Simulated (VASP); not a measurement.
# Pt (P6_3/mmc) in VASP: a series of runs

Pt is run at these levels: LDA; tasks: single point.

Everything below comes from runs of VASP 6.6.1. Logs are shortened: lines on timing, memory, paths and dates and some standing lists are left out, and cuts for length are marked.

## Step 1: The cell of the first run

Symmetry: P6_3/mmc, No. 194, hexagonal system. The conventional cell has a = 2.624 Å, b = 2.624 Å, c = 4.532 Å, α = 90.00°, β = 90.00°, γ = 120.00°. Pt (site symmetry -6m2) has 12 Pt at 2.62 to 2.73 Å within 3.5 Å.

This isn't the form of Pt at room conditions, which is fcc.

## Step 2: Single point, LDA, collinear spin (13.52 Å³/atom)

The input, INCAR:

```
SYSTEM = Pt
ALGO = Normal
EDIFF = 1E-6
ENCUT = 570
GGA_COMPAT = .FALSE.
ISIF = 2
ISMEAR = 0
ISPIN = 2
LASPH = .TRUE.
LCHARG = .FALSE.
LMAXMIX = 4
LORBIT = 11
LREAL = .FALSE.
LWAVE = .FALSE.
MAGMOM = 0.3 0.3
NBANDS = 29
NELM = 200
NUPDOWN = 0.6
PREC = Accurate
SIGMA = 0.15
```

The input, KPOINTS:

```
k-points
0
G
  21 21 10
  0 0 0
```

The input, POSCAR:

```
Pt
1.0
    2.6244633715      0.0000000000      0.0000000000
   -1.3122316858      2.2728519510      0.0000000000
    0.0000000000      0.0000000000      4.5317559673
Pt
2
Direct
    0.6666666667      0.3333333333      0.7500000000
    0.3333333333      0.6666666667      0.2500000000
```

Potentials or basis: VASP PAW LDA potentials, release 64 (Pt_sv_GW).

Command:

```sh
$ cat potpaw_LDA.64/Pt_sv_GW/POTCAR > POTCAR
$ mpirun -np 1 vasp_std > vasp.out
```

OUTCAR:

```text
SYSTEM = Pt
   EDIFF = 1E-6
   ENCUT = 570
   ISIF = 2
   ISMEAR = 0
   ISPIN = 2
   LASPH = .TRUE.
   LORBIT = 11
   LREAL = .FALSE.
   NELM = 200
   NUPDOWN = 0.6
   PREC = Accurate

 ion  position               nearest neighbor table
   1  0.667  0.333  0.750-   2 2.73   2 2.73   2 2.73   2 2.73   2 2.73   2 2.73
   2  0.333  0.667  0.250-   1 2.73   1 2.73   1 2.73   1 2.73   1 2.73   1 2.73

  LATTYP: Found a hexagonal cell.
 ALAT       =     2.6244633715
 C/A-ratio  =     1.7267362222

  Lattice vectors:

 A1 = (   2.6244633715,   0.0000000000,   0.0000000000)
 A2 = (  -1.3122316858,   2.2728519510,   0.0000000000)
 A3 = (   0.0000000000,   0.0000000000,   4.5317559673)

Analysis of symmetry for initial positions (statically):
=====================================================================
 Subroutine PRICEL returns:
 Original cell was already a primitive cell.

 Routine SETGRP: Setting up the symmetry group for a
 hexagonal supercell.

 Subroutine GETGRP returns: Found 24 space group operations
 (whereof 12 operations were pure point group operations)
 out of a pool of 24 trial point group operations.

The static configuration has the point symmetry D_3d.
 The point group associated with its full space group is D_6h.

Analysis of symmetry for dynamics (positions and initial velocities):
=====================================================================
 Subroutine PRICEL returns:
 Original cell was already a primitive cell.

 Routine SETGRP: Setting up the symmetry group for a
 hexagonal supercell.

 Subroutine GETGRP returns: Found 24 space group operations
 (whereof 12 operations were pure point group operations)
 out of a pool of 24 trial point group operations.

The dynamic configuration has the point symmetry D_3d.
 The point group associated with its full space group is D_6h.

Analysis of structural, dynamic, and magnetic symmetry:
=====================================================================
 Subroutine PRICEL returns:
 Original cell was already a primitive cell.

 Routine SETGRP: Setting up the symmetry group for a
 hexagonal supercell.

 Subroutine GETGRP returns: Found 24 space group operations
 (whereof 12 operations were pure point group operations)
 out of a pool of 24 trial point group operations.

The overall configuration has the point symmetry D_3d.
 The point group associated with its full space group is D_6h.

 Subroutine INISYM returns: Found 24 space group operations
[... 119 lines left out ...]
  Fermi-wavevector in a.u.,A,eV,Ry     =   1.801149  3.403678 44.139166  3.244137
  Thomas-Fermi vector in A             =   2.861730
   LORBIT       =     11    0 simple, 1 ext, 2 COOP (PROOUT), +10 PAW based schemes
   GGA     = CA    functional components
   LHFCALC =     F    Hartree Fock is set to
   AEXX    =    0.0000 exact exchange contribution
   IVDW    =     0    specifies the selected vdW correction
   LEPSILON=     F    determine dielectric tensor
   LRPA    =     F    only Hartree local field effects (RPA)
 spin polarized calculation
 Gauss-broadening in eV      SIGMA  =   0.15
  energy-cutoff  :      570.00
  volume of cell :       27.03
 maximum number of plane-waves:       848
   NGX = 11   NGY = 11   NGZ = 17

 number of electron      36.0000000 magnetization       0.6000000

 Free energy of the ion-electron system (eV)
  ---------------------------------------------------
  ext. energy  EPLUGINS =         0.00000000
  ---------------------------------------------------
  free energy    TOTEN  =       -14.20681967 eV

  energy without entropy =      -14.17543577  energy(sigma->0) =      -14.19112772

 E-fermi :  12.4975     XC(G=0): -15.0870

 val. band max:       12.7184171787   @ k =   0.4286   0.0000   0.4000
 cond. band min:      12.4988459440   @ k =   0.2857   0.2857   0.1000
 fundamental gap:     -0.2195712347
 Fermi energy:        12.7211507330

 spin component 1

 k-point     1 :       0.0000    0.0000    0.0000
  band No.  band energies     occupation
      1     -86.1483      1.00000
      2     -86.1031      1.00000
      3     -40.8312      1.00000
      4     -40.3449      1.00000
      5     -40.3449      1.00000
      6     -40.2732      1.00000
[... 757 lines left out ...]
     28      35.2227      0.00000
     29      36.4400      0.00000

 [... further k-points ...]

 spin component 2

 k-point     1 :       0.0000    0.0000    0.0000
  band No.  band energies     occupation
      1     -85.9944      1.00000
      2     -85.9492      1.00000
      3     -40.6494      1.00000
      4     -40.1662      1.00000
      5     -40.1662      1.00000
      6     -40.0943      1.00000
[... 757 lines left out ...]
     28      35.3059      0.00000
     29      36.5337      0.00000

 [... further k-points ...]

------------------------ aborting loop because EDIFF is reached ----------------------------------------

  FORCE on cell =-STRESS in cart. coord.  units (eV):
  Direction    XX          YY          ZZ          XY          YZ          ZX
  --------------------------------------------------------------------------------------
  -------------------------------------------------------------------------------------
  Total        6.6832339      6.6832339      5.3679691     -0.0000000     -0.0000000      0.0000000
  in kB      396.1129733    396.1129732    318.1576812     -0.0000000     -0.0000000      0.0000000
  external PRESSURE =     370.1278759 kB  Pullay stress =       0.0000000 kB

 VOLUME and BASIS-vectors are now :
 -----------------------------------------------------------------------------
  energy-cutoff  :      570.00
  volume of cell :       27.03
      direct lattice vectors                 reciprocal lattice vectors
     2.624463372  0.000000000  0.000000000     0.381030275  0.219987932  0.000000000
    -1.312231686  2.272851951  0.000000000     0.000000000  0.439975864  0.000000000
     0.000000000  0.000000000  4.531755967     0.000000000  0.000000000  0.220665015

 POSITION                                       TOTAL-FORCE (eV/Angst)
 -----------------------------------------------------------------------------------
      1.31223      0.75762      3.39882         0.000000      0.000000      0.000000
     -0.00000      1.51523      1.13294        -0.000000      0.000000      0.000000
 -----------------------------------------------------------------------------------
    total drift:                               -0.000001      0.000000     -0.000000

  FREE ENERGIE OF THE ION-ELECTRON SYSTEM (eV)
  ---------------------------------------------------
  free  energy   TOTEN  =       -14.2068196737 eV

  energy  without entropy=      -14.1754357679  energy(sigma->0) =      -14.19112772

 total charge

# of ion       s       p       d       f       tot
--------------------------------------------------
    1        4.390   6.118   7.918   0.035  18.462
    2        4.390   6.118   7.918   0.035  18.462
--------------------------------------------------
tot          8.781  12.236  15.836   0.070  36.923

 magnetization (x)

# of ion       s       p       d       f       tot
--------------------------------------------------
    1        0.019   0.001   0.300   0.001   0.320
    2        0.019   0.001   0.300   0.001   0.320
--------------------------------------------------
tot          0.037   0.003   0.600   0.001   0.641
```

Run time: 4.2 min. Hardware: 1 thread of Intel Xeon Platinum 8488C (Sapphire Rapids), shared host; peak memory 0.42 GiB.

Results:

```
Free energy  : -14.2068 eV
Pressure     : 37.0 GPa
Net moment   : 0.60 μB per cell
Site moments : Pt +0.32 μB
```

Caveat: the stress differs along the axes, from 32 to 40 GPa; spin-orbit coupling is left out, which moves the levels of the heavy elements; the total moment is fixed, so each spin has its own Fermi level and the state may be an excited one.

## Step 3: Single point, LDA (12.85 Å³/atom)

This run uses another cell than the first one, of 12.85 Å³/atom.

The input, INCAR:

```
ALGO = Normal
EDIFF = 1E-6
ENCUT = 570
GGA = CA
GGA_COMPAT = False
ISIF = 2
ISMEAR = 0
LASPH = True
LCHARG = True
LELF = True
LREAL = False
LVHAR = True
LWAVE = False
NBANDS = 25
NELM = 120
PREC = Accurate
SIGMA = 0.15
```

The input, KPOINTS:

```
k-points
0
Gamma
  21 21 10
```

The input, POSCAR:

```
Pt
1.0
    2.5804946569      0.0000000000      0.0000000000
   -1.2902473284      2.2347739272      0.0000000000
    0.0000000000      0.0000000000      4.4558335951
Pt
2
Direct
    0.6666666667      0.3333333333      0.7500000000
    0.3333333333      0.6666666667      0.2500000000
```

Potentials or basis: VASP PAW LDA potentials, release 64 (Pt_sv_GW).

Command:

```sh
$ cat potpaw_LDA.64/Pt_sv_GW/POTCAR > POTCAR
$ mpirun -np 1 vasp_std > vasp.out
```

Wall time 4.9 min (1 thread of Intel Xeon Platinum 8375C at 2.90GHz (Ice Lake), shared host); peak memory 0.27 GiB.

Results (log left out):

```
Free energy            : -13.8101 eV
Pressure               : 64.1 GPa
Band gap on the k mesh : zero (bands 18 and 19 overlap by 1.80 eV)
```

Stress tensor (GPa, compression positive):
```
67.08  0.00  0.00
 0.00 67.08  0.00
 0.00  0.00 58.17
```

Levels at points of the mesh, in eV from the Fermi level:
```
           k point  band 14  band 15  band 16  band 17  band 18  band 19  band 20  band 21  band 22  band 23
(0.00, 0.00, 0.00)    -4.23    -4.23    -2.58    -2.58    -1.56    -0.31    -0.31     6.30    14.58    15.53
(0.00, 0.00, 0.50)    -4.75    -4.75    -4.75    -1.10    -1.10    -1.10    -1.10    13.26    13.26    15.68
```

Caveat: the stress differs along the axes, from 58 to 67 GPa; spin-orbit coupling is left out, which moves the levels of the heavy elements.

## Step 4: Single point, LDA, collinear spin (17.53 Å³/atom)

This run uses another cell than the first one, of 17.53 Å³/atom.

The input, INCAR:

```
SYSTEM = Pt
ALGO = Normal
EDIFF = 1E-6
ENCUT = 570
GGA = CA
GGA_COMPAT = .FALSE.
ISIF = 2
ISMEAR = 0
ISPIN = 2
LASPH = .TRUE.
LCHARG = .FALSE.
LMAXMIX = 4
LORBIT = 11
LREAL = .FALSE.
LWAVE = .FALSE.
MAGMOM = 0.5 0.5
NBANDS = 29
NELM = 200
NUPDOWN = 1.0
PREC = Accurate
SIGMA = 0.15
```

The input, KPOINTS:

```
k-points
0
G
  21 21 10
  0 0 0
```

The input, POSCAR:

```
Pt
1.0
    2.8619386323      0.0000000000      0.0000000000
   -1.4309693161      2.4785115596      0.0000000000
    0.0000000000      0.0000000000      4.9418131020
Pt
2
Direct
    0.6666666667      0.3333333333      0.7500000000
    0.3333333333      0.6666666667      0.2500000000
```

Command:

```sh
$ cat potpaw_LDA.64/Pt_sv_GW/POTCAR > POTCAR
$ mpirun -np 1 vasp_std > vasp.out
```

Run time: 4.3 min. Hardware: 1 thread of AMD EPYC 9R45 (Zen 5), shared host; peak memory 0.48 GiB.

Results (log left out):

```yaml
Free_energy: -13.9026 eV
Pressure: -31.4 GPa
Net_moment: 1.00 μB per cell
Site_moments: Pt +0.53 μB
Valence_electrons_inside_the_program's_atomic_spheres: Pt 17.85
```

Stress tensor (GPa, compression positive):
```
-31.57   0.00   0.00
  0.00 -31.57   0.00
  0.00   0.00 -30.99
```

Caveat: the cell stands under tension; spin-orbit coupling is left out, which moves the levels of the heavy elements; the total moment is fixed, so each spin has its own Fermi level and the state may be an excited one.

## Step 5: Summary

```tsv
spin	fixed moment (μB)	cell	pressure (GPa)	moment (μB)
collinear	0.6	a = 2.624, b = 2.624, c = 4.532 Å, angles 90.0, 90.0, 120.0°, 2 atoms	37.0	0.60
off	-	a = 2.580, b = 2.580, c = 4.456 Å, angles 90.0, 90.0, 120.0°, 2 atoms	64.1	-
collinear	1.0	a = 2.862, b = 2.862, c = 4.942 Å, angles 90.0, 90.0, 120.0°, 2 atoms	-31.4	1.00
```

Alike in all rows: task single point; level LDA; potentials or basis VASP PAW LDA potentials, release 64 (Pt_sv_GW); k mesh 21 × 21 × 10; cutoff (eV) 570; smearing gaussian 0.15 eV.

Caveats: spin-orbit coupling is left out, which moves the levels of the heavy elements; the total moment is fixed, so each spin has its own Fermi level and the state may be an excited one (at least some runs); the stress differs along the axes, from 32 to 40 GPa (at least some runs); the stress differs along the axes, from 58 to 67 GPa (at least some runs); the cell stands under tension (at least some runs).

Absolute energies hang on the potentials; compare differences alone.
